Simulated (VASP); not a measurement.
# MgZn2TeSe2 (P-6m2) in VASP: a series of runs

Runs on MgZn2TeSe2. Level: PBE. Tasks: single point, relaxation of cell and atoms.

Everything below comes from runs of VASP 6.6.1. Logs are shortened: lines on timing, memory, paths and dates and some standing lists are left out, and cuts for length are marked.

## (1) The cell of the first run

Symmetry: P-6m2, No. 187, hexagonal system. Conventional cell: a = 4.724 Å, b = 4.724 Å, c = 7.879 Å, α = 90.00°, β = 90.00°, γ = 120.00°. Mg (site symmetry -6m2) has 6 Se at 2.86 Å and 6 Zn at 3.70 Å within 3.8 Å. Zn (site symmetry 3m) has 1 Se at 1.63 Å within 2.2 Å. Te (site symmetry -6m2) has 6 Zn at 3.09 Å and 6 Se at 4.11 Å within 4.2 Å. Se (site symmetry 3m) has 1 Zn at 1.63 Å and 1 Se at 1.74 Å within 2.2 Å.

The cell was generated, and may not be a known phase.

## (2) Single point, PBE

Contents of INCAR:

```
PREC = Accurate
ENCUT = 520
EDIFF = 1E-6
ISMEAR = 0
SIGMA = 0.1
LREAL = False
LASPH = True
NELM = 100
ALGO = Normal
ISIF = 2
LWAVE = False
LCHARG = False
GGA = PE
NBANDS = 31
```

Contents of KPOINTS:

```
regular mesh
0
Gamma
  6 6 2
```

Contents of POSCAR:

```
MgZn2TeSe2
1.0
    4.7235380600      0.0000000000      0.0000000000
   -2.3617690300      4.0907039500      0.0000000000
    0.0000000000      0.0000000000      7.8786425300
Mg Zn Te Se
1 2 1 2
Direct
    0.3333333300      0.6666666700      0.5000000000
    0.0000000000      0.0000000000      0.1833236100
    0.0000000000      0.0000000000      0.8166763900
    0.6666666700      0.3333333300      0.0000000000
    0.0000000000      0.0000000000      0.6101286900
    0.0000000000      0.0000000000      0.3898713100
```

Potentials or basis: VASP PAW PBE potentials, release 64 (Mg, Zn, Te, Se).

The run is started by

```bash
cat potpaw_PBE.64/Mg/POTCAR potpaw_PBE.64/Zn/POTCAR potpaw_PBE.64/Te/POTCAR potpaw_PBE.64/Se/POTCAR > POTCAR
mpirun -np 1 vasp_std > vasp.out
```

OUTCAR:

```text
PREC = Accurate
   ENCUT = 520
   EDIFF = 1E-6
   ISMEAR = 0
   LREAL = False
   LASPH = True
   NELM = 100
   ISIF = 2
   GGA = PE

 ion  position               nearest neighbor table
   1  0.333  0.667  0.500-   5 2.86   6 2.86   5 2.86   6 2.86   5 2.86   6 2.86
   2  0.000  0.000  0.183-   6 1.63   3 2.89   4 3.09   4 3.09   4 3.09
   3  0.000  0.000  0.817-   5 1.63   2 2.89   4 3.09   4 3.09   4 3.09
   4  0.667  0.333  0.000-   2 3.09   3 3.09   2 3.09   3 3.09   2 3.09   3 3.09
   5  0.000  0.000  0.610-   3 1.63   6 1.74   1 2.86   1 2.86   1 2.86
   6  0.000  0.000  0.390-   2 1.63   5 1.74   1 2.86   1 2.86   1 2.86

  LATTYP: Found a hexagonal cell.
 ALAT       =     4.7235380600
 C/A-ratio  =     1.6679536462

  Lattice vectors:

 A1 = (   4.7235380600,   0.0000000000,   0.0000000000)
 A2 = (  -2.3617690300,   4.0907039500,   0.0000000000)
 A3 = (   0.0000000000,   0.0000000000,   7.8786425300)

Analysis of symmetry for initial positions (statically):
=====================================================================
 Subroutine PRICEL returns:
 Original cell was already a primitive cell.

 Routine SETGRP: Setting up the symmetry group for a
 hexagonal supercell.

 Subroutine GETGRP returns: Found 12 space group operations
 (whereof 12 operations were pure point group operations)
 out of a pool of 24 trial point group operations.

The static configuration has the point symmetry D_3h.

Analysis of symmetry for dynamics (positions and initial velocities):
=====================================================================
 Subroutine PRICEL returns:
 Original cell was already a primitive cell.

 Routine SETGRP: Setting up the symmetry group for a
 hexagonal supercell.

 Subroutine GETGRP returns: Found 12 space group operations
 (whereof 12 operations were pure point group operations)
 out of a pool of 24 trial point group operations.

The dynamic configuration has the point symmetry D_3h.

 Subroutine INISYM returns: Found 12 space group operations
 (whereof 12 operations are pure point group operations),
 and found     1 'primitive' translations

----------------------------------------------------------------------------------------

                                     Primitive cell

  volume of cell :     152.2358

  direct lattice vectors                    reciprocal lattice vectors
     4.723538060  0.000000000  0.000000000     0.211705715  0.122228351  0.000000000
    -2.361769030  4.090703950  0.000000000     0.000000000  0.244456703  0.000000000
     0.000000000  0.000000000  7.878642530     0.000000000  0.000000000  0.126925418

  length of vectors
     4.723538060  4.723538055  7.878642530     0.244456703  0.244456703  0.126925418

  position of ions in fractional coordinates (direct lattice)
     0.333333330  0.666666670  0.500000000
     0.000000000  0.000000000  0.183323610
     0.000000000  0.000000000  0.816676390
     0.666666670  0.333333330  0.000000000
     0.000000000  0.000000000  0.610128690
     0.000000000  0.000000000  0.389871310

  ion indices of the primitive-cell ions
   primitive index   ion index
                 1           1
                 2           2
                 3           3
                 4           4
                 5           5
                 6           6

----------------------------------------------------------------------------------------

 KPOINTS: regular mesh

Automatic generation of k-mesh.
 Grid dimensions read from file:
 generate k-points for:    6    6    2

 Generating k-lattice:

  Cartesian coordinates                     Fractional coordinates (reciprocal lattice)
     0.035284286  0.020371392  0.000000000     0.166666667  0.000000000  0.000000000
     0.000000000  0.040742784  0.000000000     0.000000000  0.166666667  0.000000000
     0.000000000  0.000000000  0.063462709     0.000000000  0.000000000  0.500000000

  Length of vectors
     0.040742784  0.040742784  0.063462709

  Shift w.r.t. Gamma in fractional coordinates (k-lattice)
     0.000000000  0.000000000  0.000000000

 Subroutine IBZKPT returns following result:
 ===========================================

 Found     14 irreducible k-points:

 Following reciprocal coordinates:
            Coordinates               Weight
  0.000000  0.000000  0.000000      1.000000
  0.166667  0.000000  0.000000      6.000000
  0.333333  0.000000  0.000000      6.000000
  0.500000  0.000000  0.000000      3.000000
  0.166667  0.166667  0.000000      6.000000
  0.333333  0.166667  0.000000     12.000000
  0.333333  0.333333  0.000000      2.000000
  0.000000  0.000000  0.500000      1.000000
  0.166667  0.000000  0.500000      6.000000
  0.333333  0.000000  0.500000      6.000000
  0.500000  0.000000  0.500000      3.000000
  0.166667  0.166667  0.500000      6.000000
  0.333333  0.166667  0.500000     12.000000
  0.333333  0.333333  0.500000      2.000000
   k-points           NKPTS =     14   k-points in BZ     NKDIM =     14   number of bands    NBANDS=     31
   number of dos      NEDOS =    301   number of ions     NIONS =      6
   total plane-waves  NPLWV =  77760
   dimension x,y,z NGX =    36 NGY =   36 NGZ =   60
   dimension x,y,z NGXF=    72 NGYF=   72 NGZF=  120
   ions per type =               1   2   1   2
   NGX,Y,Z   is equivalent  to a cutoff of  12.67, 12.67, 12.66 a.u.
   NGXF,Y,Z  is equivalent  to a cutoff of  25.34, 25.34, 25.32 a.u.
 SYSTEM =  unknown system
   PREC   = accura    normal or accurate (medium, high low for compatibility)
   ISTART =      0    job   : 0-new  1-cont  2-samecut
   ICHARG =      2    charge: 1-file 2-atom 10-const
   ISPIN  =      1    spin polarized calculation?
   LNONCOLLINEAR =      F non collinear calculations
   LSORBIT =      F    spin-orbit coupling
   LASPH  =      T    aspherical Exc in radial PAW
   ENCUT  =  520.0 eV  38.22 Ry    6.18 a.u.   8.78  8.78 14.65*2*pi/ulx,y,z
   NELM   =    100;   NELMIN=  2; NELMDL= -5     # of ELM steps
   EDIFF  = 0.1E-05   stopping-criterion for ELM
   LREAL  =      F    real-space projection
   EDIFFG = 0.1E-04   stopping-criterion for IOM
   NSW    =      0    number of steps for IOM
   IBRION =     -1    ionic relax: 0-MD 1-quasi-New 2-CG
   NFREE  =      0    steps in history (QN), initial steepest desc. (CG)
   ISIF   =      2    stress and relaxation
   ISYM   =      2    0-nonsym 1-usesym 2-fastsym
   POTIM  = 0.5000    time-step for ionic-motion
   TEBEG  =    0.0;   TEEND  =   0.0 temperature during run
   PSTRESS=    0.0 pullay stress
   NELECT =      44.0000    total number of electrons
   NUPDOWN=      -1.0000    fix difference up-down
   EMIN   =  10.00;   EMAX   =-10.00  energy-range for DOS
   EFERMI =   0.00;   METHOD = LEGACY
   ISMEAR =     0;   SIGMA  =   0.10  broadening in eV -4-tet -1-fermi 0-gaus
   EFERMI_NEDOS =   21; number of points for ismear=-14 and -15
   IALGO  =     38    algorithm
   IMIX   =      4    mixing-type and parameters
     AMIX     =   0.40;   BMIX     =  1.00
     AMIX_MAG =   1.60;   BMIX_MAG =  1.00
  volume/ion in A,a.u.               =      25.37       171.22
  Fermi-wavevector in a.u.,A,eV,Ry     =   1.082397  2.045435 15.940372  1.171584
  Thomas-Fermi vector in A             =   2.218438
   LORBIT       =      0    0 simple, 1 ext, 2 COOP (PROOUT), +10 PAW based schemes
   GGA     = PE    functional components
   LHFCALC =     F    Hartree Fock is set to
   AEXX    =    0.0000 exact exchange contribution
   IVDW    =     0    specifies the selected vdW correction
   LEPSILON=     F    determine dielectric tensor
   LRPA    =     F    only Hartree local field effects (RPA)
 non-spin polarized calculation
 Gauss-broadening in eV      SIGMA  =   0.10
  energy-cutoff  :      520.00
  volume of cell :      152.24
 maximum number of plane-waves:      4134
 NGX is ok and might be reduce to    36
   NGX = 17   NGY = 17   NGZ = 29

 number of electron      43.9999984 magnetization

 Free energy of the ion-electron system (eV)
  ---------------------------------------------------
  ext. energy  EPLUGINS =         0.00000000
  ---------------------------------------------------
  free energy    TOTEN  =         8.72992894 eV

  energy without entropy =        8.75615347  energy(sigma->0) =        8.74304120

 E-fermi :   3.9755     XC(G=0):  -8.8069

 val. band max:        3.8487940564   @ k =   0.1667   0.0000   0.0000
 cond. band min:       3.9765413448   @ k =   0.3333   0.1667   0.0000
 fundamental gap:      0.1277472884
 Fermi energy:         3.9754729970

 k-point     1 :       0.0000    0.0000    0.0000
  band No.  band energies     occupation
      1     -16.9878      2.00000
      2     -11.6804      2.00000
      3      -8.7845      2.00000
      4      -7.6152      2.00000
      5      -6.8719      2.00000
      6      -6.8719      2.00000
[... 23 lines left out ...]
     30       8.9488      0.00000
     31       9.2900      0.00000

 k-point     2 :       0.1667    0.0000    0.0000
  band No.  band energies     occupation
      1     -16.9762      2.00000
      2     -11.6698      2.00000
      3      -8.7676      2.00000
      4      -7.5516      2.00000
      5      -6.8873      2.00000
      6      -6.8769      2.00000
[... 23 lines left out ...]
     30       9.2534      0.00000
     31       9.6183      0.00000

 k-point     3 :       0.3333    0.0000    0.0000
  band No.  band energies     occupation
      1     -16.9527      2.00000
      2     -11.6483      2.00000
      3      -8.7372      2.00000
      4      -7.4184      2.00000
      5      -6.9068      2.00000
      6      -6.8872      2.00000
[... 363 lines left out ...]
     30       8.6164      0.00000
     31       8.9182      0.00000

 k-point    14 :       0.3333    0.3333    0.5000
  band No.  band energies     occupation
      1     -16.9314      2.00000
      2     -11.7035      2.00000
      3      -8.5353      2.00000
      4      -7.3111      2.00000
      5      -6.8816      2.00000
      6      -6.8576      2.00000
[... 23 lines left out ...]
     30       8.6503      0.00000
     31       8.9451      0.00000

------------------------ aborting loop because EDIFF is reached ----------------------------------------

  FORCE on cell =-STRESS in cart. coord.  units (eV):
  Direction    XX          YY          ZZ          XY          YZ          ZX
  --------------------------------------------------------------------------------------
  -------------------------------------------------------------------------------------
  Total        1.5507815      1.5507815    159.2478827      0.0000000     -0.0000000      0.0000000
  in kB       16.3209081     16.3209080   1675.9744123      0.0000000     -0.0000000      0.0000000
  external PRESSURE =     569.5387428 kB  Pullay stress =       0.0000000 kB

 VOLUME and BASIS-vectors are now :
 -----------------------------------------------------------------------------
  energy-cutoff  :      520.00
  volume of cell :      152.24
      direct lattice vectors                 reciprocal lattice vectors
     4.723538060  0.000000000  0.000000000     0.211705715  0.122228351  0.000000000
    -2.361769030  4.090703950  0.000000000     0.000000000  0.244456703  0.000000000
     0.000000000  0.000000000  7.878642530     0.000000000  0.000000000  0.126925418

 POSITION                                       TOTAL-FORCE (eV/Angst)
 -----------------------------------------------------------------------------------
     -0.00000      2.72714      3.93932         0.000000      0.000000      0.000000
      0.00000      0.00000      1.44434        -0.000000      0.000000    -32.992844
      0.00000      0.00000      6.43430        -0.000000     -0.000000     32.992844
      2.36177      1.36357      0.00000         0.000000     -0.000000      0.000000
      0.00000      0.00000      4.80699         0.000000      0.000000     -0.654424
      0.00000      0.00000      3.07166         0.000000      0.000000      0.654424
 -----------------------------------------------------------------------------------
    total drift:                               -0.000006      0.000003      0.000000

  FREE ENERGIE OF THE ION-ELECTRON SYSTEM (eV)
  ---------------------------------------------------
  free  energy   TOTEN  =         8.7299289375 eV

  energy  without entropy=        8.7561534684  energy(sigma->0) =        8.74304120
```

It took 37 s on 1 thread of Intel Xeon 6975P-C (Granite Rapids), shared host; peak memory 0.3 GiB.

What came out:

```yaml
Free_energy: 8.7299 eV
Pressure: 57.0 GPa
Largest_force: 32.993 eV/Å
Band_gap_on_the_k_mesh: zero (bands 22 and 23 overlap by 1.81 eV)
```

Forces in eV/Å, atoms in the order of the input:
```
Mg    0.000   0.000   0.000
Zn    0.000   0.000 -32.993
Zn    0.000   0.000  32.993
Te    0.000   0.000   0.000
Se    0.000   0.000  -0.654
Se    0.000   0.000   0.654
```

Stress tensor (GPa, compression positive):
```
  1.63   0.00   0.00
  0.00   1.63   0.00
  0.00   0.00 167.60
```

Caveat: the k points lie up to 0.40 Å⁻¹ apart, too coarse for converged energies and pressures of a metal; atoms lie so close that the PAW spheres overlap strongly, which falsifies energies and pressures; spin-orbit coupling is left out, which moves the levels of the heavy elements; forces of over 1 eV/Å act on the atoms, so gaps and moduli don't describe the material at rest.

(Continued in part 2 of 2.)

The gap in the log of VASP goes by the Fermi energy; the results here count the filled bands.